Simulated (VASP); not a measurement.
## Ge: single point with PBEsol

The system is Ge.

```xyz
4
Lattice="4.0502 0.0000 0.0000 -2.0251 3.5076 0.0000 0.0000 0.0000 6.6862" Properties=species:S:1:pos:R:3 pbc="T T T"
Ge    2.0251    1.1692    0.4206
Ge    0.0000    2.3384    3.7637
Ge    2.0251    1.1692    2.9225
Ge    0.0000    2.3384    6.2657
```

This isn't the form of Ge at room conditions, which is diamond.

```yaml
Program: VASP 6.6.1
Task: single point
Functional: PBEsol
Potentials_or_basis: VASP PAW PBE potentials, release 64 (Ge_d)
Cutoff: 520 eV
k_mesh: 11 × 11 × 6
Occupations: fermi-dirac, width 0.05 eV
Spin: no spin polarisation
Dipole_correction: no
Further_INCAR_settings: ALGO = Normal; EDIFF = 1e-07; NBANDS = 36
```

| Item | Value |
| --- | --- |
| Pressure | -2.5 GPa |
| Largest force | 0.013 eV/Å |
| Band gap on the k mesh | zero (filled and empty bands touch) |

Forces in eV/Å, atoms in the order of the input:
```
Ge   0.000  0.000 -0.013
Ge   0.000  0.000 -0.013
Ge   0.000  0.000  0.013
Ge   0.000  0.000  0.013
```

Stress tensor (GPa, compression positive):
```
-2.49  0.00  0.00
 0.00 -2.49  0.00
 0.00  0.00 -2.61
```

Levels at points of the mesh, in eV from the Fermi level:
```tsv
k point	band 25	band 26	band 27	band 28	band 29	band 30	band 31	band 32
(0.00, 0.00, 0.00)	-1.41	-0.39	-0.23	-0.15	0.12	0.12	2.25	2.25
(0.00, 0.00, 0.50)	-0.82	-0.82	-0.82	-0.82	0.52	0.52	3.32	3.32
```

Run time: 3.6 min on 1 thread of Intel(R) Xeon(R) Platinum 8259CL CPU @ 2.50GHz (Skylake/Cascade Lake), with other jobs on the host, peak memory 0.3 GiB.

Caveat: semilocal functionals underestimate gaps, so a narrow gap can read as zero; the PAW data sets were made with another functional, which shifts forces and pressure a little.
